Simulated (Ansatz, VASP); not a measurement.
# Two plane-wave programs on In

INCAR

```
PREC = Accurate
ENCUT = 520
EDIFF = 1E-6
ISMEAR = -1
SIGMA = 0.1
LREAL = F
LASPH = T
NELM = 100
ALGO = Normal
ISIF = 2
LWAVE = F
LCHARG = F
GGA = B5
ALDAX = 1.0
AGGAX = 1.0
AGGAC = 1.0
ALDAC = 0.0
NBANDS = 12
```

KPOINTS

```
regular mesh
0
Gamma
  18 18 21
```

File POSCAR:

```
In
1.0
   -1.6409164441      1.6740294522      2.5992190335
    1.6740294522     -1.6409164441      2.5992190335
    1.6432698938      1.6432698938     -2.5774604528
In
1
Direct
    0.0000000000      0.0000000000      0.0000000000
```

Input for Ansatz:

```yaml
crystal:
  lattice:
    - [-1.6409164441, 1.6740294522, 2.5992190335]
    - [1.6740294522, -1.6409164441, 2.5992190335]
    - [1.6432698938, 1.6432698938, -2.5774604528]
  atoms:
    - { symbol: In, position: [0.0, 0.0, 0.0] }
hamiltonian:
  xc: blyp
  pseudopotentials:
    kind: paw
    azcp:
      In: "pseudopotentials/In.paw.azcp"
basis:
  ecutwfc: 420
  fft_grid_basis: typed
kpoints:
  mp_grid: { grid: [18, 18, 21], shift: [0, 0, 0] }
magnetization:
  spin_polarized: false
scf:
  occupations: { method: fermi_dirac, width: 0.1 }
output:
  stress: true
```

Alike in both runs: task single point; functional BLYP; k mesh 18 × 18 × 21; occupations fermi-dirac, width 0.1 eV; no spin polarisation.

|  | VASP | Ansatz |
| --- | --- | --- |
| version | VASP 6.6.1 | Ansatz 0.2.0 |
| potentials or method | VASP PAW PBE potentials, release 64 (In_d), cutoff 520 eV | plane waves (420 eV) with PAW, scalar-relativistic |
| valence electrons in the cell | 13 | 13 |

Ansatz gave:

```
pressure (GPa)                                                : 2.4
traceless stress, the component that is largest in VASP (GPa) : -0.11
```

Task: What did VASP give for the same quantities?

Result: Pressure (GPa): 2.3; traceless stress, the component that is largest in VASP (GPa): -0.10.

VASP's potentials were made for PBE, not for BLYP.
